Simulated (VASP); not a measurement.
# Cd3NiO (R-3m) in VASP: single point with PBE

Aim: the single point of Cd3NiO with PBE.

All numbers are computed with VASP 6.6.1; they aren't measurements. Logs are shortened: lines on timing, memory, paths and dates and some standing lists are left out, and cuts for length are marked.

**1. The cell of the first run**

The structure is trigonal, space group R-3m (No. 166). Conventional cell: a = 6.366 Å, b = 6.366 Å, c = 7.842 Å, α = 90.00°, β = 90.00°, γ = 120.00°. Cd (site symmetry 2/m) has 2 O at 2.26 Å within 3.0 Å. Within 4.2 Å of Ni (site symmetry -3m) lie 12 Cd at 3.18 to 3.20 Å and 8 O at 3.90 to 3.92 Å. Within 3.0 Å of O (site symmetry -3m) lie 6 Cd at 2.26 Å.

The cell was generated, and may not be a known phase.

**2. Single point, PBE, collinear spin, ferromagnetic start**

INCAR reads:

```
SYSTEM = Cd3NiO
  PREC = Accurate
  ENCUT = 520
  EDIFF = 1E-7
  ISMEAR = 0
  SIGMA = 0.1
  LREAL = .FALSE.
  LASPH = .TRUE.
  NELM = 150
  ALGO = Normal
  ISIF = 2
  LWAVE = .FALSE.
  LCHARG = .FALSE.
  ISPIN = 2
  MAGMOM = 0 0 0 2 0
  LORBIT = 11
  LMAXMIX = 4
  GGA = PE
  NBANDS = 38
```

KPOINTS reads:

```
Automatic mesh
0
G
  6 6 6
  0 0 0
```

POSCAR reads:

```
Cd3NiO
1.0
    3.1829696025      1.8376883568      2.6138522527
   -3.1829696025      1.8376883568      2.6138522527
    0.0000000000     -3.6753767137      2.6138522527
Cd Ni O
3 1 1
Direct
    0.0000000000      0.0000000000      0.5000000000
    0.5000000000      0.0000000000      0.0000000000
    0.0000000000      0.5000000000      0.0000000000
    0.5000000000      0.5000000000      0.5000000000
    0.0000000000      0.0000000000      0.0000000000
```

Potentials or basis: VASP PAW PBE potentials, release 64 (Cd, Ni, O).

Run with:

```console
> cat potpaw_PBE.64/Cd/POTCAR potpaw_PBE.64/Ni/POTCAR potpaw_PBE.64/O/POTCAR > POTCAR
> mpirun -np 1 vasp_std > vasp.out
```

OUTCAR:

```text
SYSTEM = Cd3NiO
   PREC = Accurate
   ENCUT = 520
   EDIFF = 1E-7
   ISMEAR = 0
   LREAL = .FALSE.
   LASPH = .TRUE.
   NELM = 150
   ISIF = 2
   ISPIN = 2
   LORBIT = 11
   GGA = PE

 ion  position               nearest neighbor table
   1  0.000  0.000  0.500-   5 2.26   5 2.26   4 3.18   4 3.18   3 3.18   3 3.18   2 3.18   2 3.18
                             4 3.20   4 3.20   3 3.20   2 3.20   2 3.20   3 3.20
   2  0.500  0.000  0.000-   5 2.26   5 2.26   3 3.18   3 3.18   4 3.18   1 3.18   4 3.18   1 3.18
                             3 3.20   3 3.20   1 3.20   4 3.20   1 3.20   4 3.20
   3  0.000  0.500  0.000-   5 2.26   5 2.26   2 3.18   2 3.18   1 3.18   4 3.18   1 3.18   4 3.18
                             2 3.20   2 3.20   1 3.20   4 3.20   4 3.20   1 3.20
   4  0.500  0.500  0.500-   1 3.18   1 3.18   2 3.18   2 3.18   3 3.18   3 3.18   1 3.20   1 3.20
                             2 3.20   3 3.20   3 3.20   2 3.20
   5  0.000  0.000  0.000-   2 2.26   3 2.26   3 2.26   2 2.26   1 2.26   1 2.26

  LATTYP: Found a trigonal (rhomboedric) cell.
 ALAT       =     4.5100573817
 COS(alpha) =     0.0038359998

  Lattice vectors:

 A1 = (   3.1829696025,   1.8376883568,   2.6138522527)
 A2 = (  -3.1829696025,   1.8376883568,   2.6138522527)
 A3 = (   0.0000000000,  -3.6753767137,   2.6138522527)

Analysis of symmetry for initial positions (statically):
=====================================================================
 Subroutine PRICEL returns:
 Original cell was already a primitive cell.

 Routine SETGRP: Setting up the symmetry group for a
 trigonal (rhombohedral) supercell.

 Subroutine GETGRP returns: Found 12 space group operations
 (whereof 12 operations were pure point group operations)
 out of a pool of 12 trial point group operations.

The static configuration has the point symmetry D_3d.

Analysis of symmetry for dynamics (positions and initial velocities):
=====================================================================
 Subroutine PRICEL returns:
 Original cell was already a primitive cell.

 Routine SETGRP: Setting up the symmetry group for a
 trigonal (rhombohedral) supercell.

 Subroutine GETGRP returns: Found 12 space group operations
 (whereof 12 operations were pure point group operations)
 out of a pool of 12 trial point group operations.

The dynamic configuration has the point symmetry D_3d.

Analysis of structural, dynamic, and magnetic symmetry:
=====================================================================
 Subroutine PRICEL returns:
 Original cell was already a primitive cell.

 Routine SETGRP: Setting up the symmetry group for a
 trigonal (rhombohedral) supercell.

 Subroutine GETGRP returns: Found 12 space group operations
 (whereof 12 operations were pure point group operations)
 out of a pool of 12 trial point group operations.

The overall configuration has the point symmetry D_3d.

 Subroutine INISYM returns: Found 12 space group operations
 (whereof 12 operations are pure point group operations),
 and found     1 'primitive' translations

----------------------------------------------------------------------------------------

                                     Primitive cell

  volume of cell :      91.7353

  direct lattice vectors                    reciprocal lattice vectors
     3.182969603  1.837688357  2.613852253     0.157086012  0.090693651  0.127525698
    -3.182969603  1.837688357  2.613852253    -0.157086012  0.090693651  0.127525698
     0.000000000 -3.675376714  2.613852253     0.000000000 -0.181387302  0.127525698

  length of vectors
     4.510057382  4.510057382  4.510057382     0.221729919  0.221729919  0.221729919

  position of ions in fractional coordinates (direct lattice)
     0.000000000  0.000000000  0.500000000
     0.500000000  0.000000000  0.000000000
     0.000000000  0.500000000  0.000000000
     0.500000000  0.500000000  0.500000000
     0.000000000  0.000000000  0.000000000

  ion indices of the primitive-cell ions
   primitive index   ion index
                 1           1
                 2           2
                 3           3
                 4           4
                 5           5

[... 50 lines left out ...]
  0.500000  0.500000  0.166667      6.000000
 -0.333333  0.500000  0.166667     12.000000
 [... further k-points ...]
   k-points           NKPTS =     32   k-points in BZ     NKDIM =     32   number of bands    NBANDS=     38
   number of dos      NEDOS =    301   number of ions     NIONS =      5
   total plane-waves  NPLWV =  46656
   dimension x,y,z NGX =    36 NGY =   36 NGZ =   36
   dimension x,y,z NGXF=    72 NGYF=   72 NGZF=   72
   ions per type =               3   1   1
   NGX,Y,Z   is equivalent  to a cutoff of  13.27, 13.27, 13.27 a.u.
   NGXF,Y,Z  is equivalent  to a cutoff of  26.54, 26.54, 26.54 a.u.
 SYSTEM =  Cd3NiO
   PREC   = accura    normal or accurate (medium, high low for compatibility)
   ISTART =      0    job   : 0-new  1-cont  2-samecut
   ICHARG =      2    charge: 1-file 2-atom 10-const
   ISPIN  =      2    spin polarized calculation?
   LNONCOLLINEAR =      F non collinear calculations
   LSORBIT =      F    spin-orbit coupling
   LASPH  =      T    aspherical Exc in radial PAW
   ENCUT  =  520.0 eV  38.22 Ry    6.18 a.u.   8.39  8.39  8.39*2*pi/ulx,y,z
   NELM   =    150;   NELMIN=  2; NELMDL= -5     # of ELM steps
   EDIFF  = 0.1E-06   stopping-criterion for ELM
   LREAL  =      F    real-space projection
   EDIFFG = 0.1E-05   stopping-criterion for IOM
   NSW    =      0    number of steps for IOM
   IBRION =     -1    ionic relax: 0-MD 1-quasi-New 2-CG
   NFREE  =      0    steps in history (QN), initial steepest desc. (CG)
   ISIF   =      2    stress and relaxation
   ISYM   =      2    0-nonsym 1-usesym 2-fastsym
   POTIM  = 0.5000    time-step for ionic-motion
   TEBEG  =    0.0;   TEEND  =   0.0 temperature during run
   PSTRESS=    0.0 pullay stress
   NELECT =      52.0000    total number of electrons
   NUPDOWN=      -1.0000    fix difference up-down
   EMIN   =  10.00;   EMAX   =-10.00  energy-range for DOS
   EFERMI =   0.00;   METHOD = LEGACY
   ISMEAR =     0;   SIGMA  =   0.10  broadening in eV -4-tet -1-fermi 0-gaus
   EFERMI_NEDOS =   21; number of points for ismear=-14 and -15
   IALGO  =     38    algorithm
   IMIX   =      4    mixing-type and parameters
     AMIX     =   0.40;   BMIX     =  1.00
     AMIX_MAG =   1.60;   BMIX_MAG =  1.00
  volume/ion in A,a.u.               =      18.35       123.81
  Fermi-wavevector in a.u.,A,eV,Ry     =   1.354868  2.560330 24.975779  1.835668
  Thomas-Fermi vector in A             =   2.482004
   LORBIT       =     11    0 simple, 1 ext, 2 COOP (PROOUT), +10 PAW based schemes
   GGA     = PE    functional components
   LHFCALC =     F    Hartree Fock is set to
   AEXX    =    0.0000 exact exchange contribution
   IVDW    =     0    specifies the selected vdW correction
   LEPSILON=     F    determine dielectric tensor
   LRPA    =     F    only Hartree local field effects (RPA)
 spin polarized calculation
 Gauss-broadening in eV      SIGMA  =   0.10
  energy-cutoff  :      520.00
  volume of cell :       91.74
 maximum number of plane-waves:      2517
 NGX is ok and might be reduce to    36
   NGX = 17   NGY = 17   NGZ = 17

 number of electron      52.0000018 magnetization       0.0034597

 number of electron      52.0000018 magnetization      -0.0003434

 Free energy of the ion-electron system (eV)
  ---------------------------------------------------
  ext. energy  EPLUGINS =         0.00000000
  ---------------------------------------------------
  free energy    TOTEN  =       -12.15359300 eV

  energy without entropy =      -12.14224884  energy(sigma->0) =      -12.14792092

 E-fermi :   2.9741     XC(G=0): -10.8475

 val. band max:        2.9408368704   @ k =  -0.3333   0.3333   0.3333
 cond. band min:       3.0097695067   @ k =   0.5000   0.5000   0.0000
 fundamental gap:      0.0689326363
 Fermi energy:         2.9740871054

 spin component 1

 k-point     1 :       0.0000    0.0000    0.0000
  band No.  band energies     occupation
      1     -16.5680      1.00000
      2      -6.1900      1.00000
      3      -6.1826      1.00000
      4      -6.1826      1.00000
      5      -5.9167      1.00000
      6      -5.9167      1.00000
[... 973 lines left out ...]
     37      13.4153      0.00000
     38      13.5640      0.00000

 [... further k-points ...]

 spin component 2

 k-point     1 :       0.0000    0.0000    0.0000
  band No.  band energies     occupation
      1     -16.5680      1.00000
      2      -6.1901      1.00000
      3      -6.1826      1.00000
      4      -6.1826      1.00000
      5      -5.9167      1.00000
      6      -5.9167      1.00000
[... 973 lines left out ...]
     37      13.4153      0.00000
     38      13.5640      0.00000

 [... further k-points ...]

------------------------ aborting loop because EDIFF is reached ----------------------------------------

  FORCE on cell =-STRESS in cart. coord.  units (eV):
  Direction    XX          YY          ZZ          XY          YZ          ZX
  --------------------------------------------------------------------------------------
  -------------------------------------------------------------------------------------
  Total        0.4450931      0.4450931      0.3760803      0.0000000     -0.0000000      0.0000000
  in kB        7.7736469      7.7736469      6.5683234      0.0000000     -0.0000000      0.0000000
  external PRESSURE =       7.3718724 kB  Pullay stress =       0.0000000 kB

 VOLUME and BASIS-vectors are now :
 -----------------------------------------------------------------------------
  energy-cutoff  :      520.00
  volume of cell :       91.74
      direct lattice vectors                 reciprocal lattice vectors
     3.182969603  1.837688357  2.613852253     0.157086012  0.090693651  0.127525698
    -3.182969603  1.837688357  2.613852253    -0.157086012  0.090693651  0.127525698
     0.000000000 -3.675376714  2.613852253     0.000000000 -0.181387302  0.127525698

 POSITION                                       TOTAL-FORCE (eV/Angst)
 -----------------------------------------------------------------------------------
      0.00000     -1.83769      1.30693         0.000000      0.000000     -0.000000
      1.59148      0.91884      1.30693         0.000000     -0.000000     -0.000000
     -1.59148      0.91884      1.30693        -0.000000      0.000000      0.000000
      0.00000     -0.00000      3.92078        -0.000000      0.000000     -0.000000
      0.00000      0.00000      0.00000        -0.000000      0.000000      0.000000
 -----------------------------------------------------------------------------------
    total drift:                               -0.000000      0.000000      0.000000

  FREE ENERGIE OF THE ION-ELECTRON SYSTEM (eV)
  ---------------------------------------------------
  free  energy   TOTEN  =       -12.1535930014 eV

  energy  without entropy=      -12.1422488436  energy(sigma->0) =      -12.14792092

 total charge

# of ion       s       p       d       tot
------------------------------------------
    1        0.427   0.264   9.559  10.250
    2        0.427   0.264   9.559  10.250
    3        0.427   0.264   9.559  10.250
    4        0.367   0.147   8.404   8.918
    5        1.618   3.352   0.000   4.970
--------------------------------------------------
tot          3.266   4.290  37.082  44.639

 magnetization (x)

# of ion       s       p       d       tot
------------------------------------------
    1        0.000   0.000   0.000   0.000
    2        0.000   0.000   0.000   0.000
    3        0.000   0.000   0.000   0.000
    4       -0.000  -0.000  -0.000  -0.000
    5        0.000   0.000   0.000   0.000
--------------------------------------------------
tot          0.000   0.000  -0.000  -0.000
```

Wall time 4.6 min (1 thread of Intel Xeon Platinum 8488C (Sapphire Rapids), shared host); peak memory 0.35 GiB.

What came out:

| Item | Value |
| --- | --- |
| Free energy | -12.1536 eV |
| Pressure | 0.7 GPa |
| Band gap on the k mesh | zero (filled and empty bands overlap) |
| Net moment | 0.00 μB per cell |
| Valence electrons inside the program's atomic spheres | Cd 10.25; Ni 8.92; O 4.97 |

Levels at points of the mesh, in eV from the Fermi level:
Spin up:
```csv
k point,band 24,band 25,band 26,band 27,band 28,band 29
"(0.00, 0.00, 0.00)",-0.58,-0.58,1.85,1.87,1.87,1.87
"(0.50, 0.00, 0.00)",-0.79,-0.60,-0.59,2.03,2.96,2.98
"(0.50, 0.50, 0.00)",-0.58,-0.48,0.04,0.05,0.40,5.01
"(0.50, 0.50, 0.50)",-0.71,-0.71,-0.53,-0.53,0.56,2.48
```
Spin down:
```
           k point  band 23  band 24  band 25  band 26  band 27  band 28  band 29  band 30
(0.00, 0.00, 0.00)    -0.58    -0.58    -0.58     1.85     1.87     1.87     1.87     1.87
(0.50, 0.00, 0.00)    -0.80    -0.79    -0.60    -0.59     2.03     2.96     2.98     4.56
(0.50, 0.50, 0.00)    -0.82    -0.58    -0.48     0.04     0.05     0.40     5.01     5.04
(0.50, 0.50, 0.50)    -0.71    -0.71    -0.71    -0.54    -0.54     0.56     2.48     2.52
```

Caveat: the moments typed at the start vanished in this run.

The gap in the log of VASP goes by the Fermi energy; the results here count the filled bands.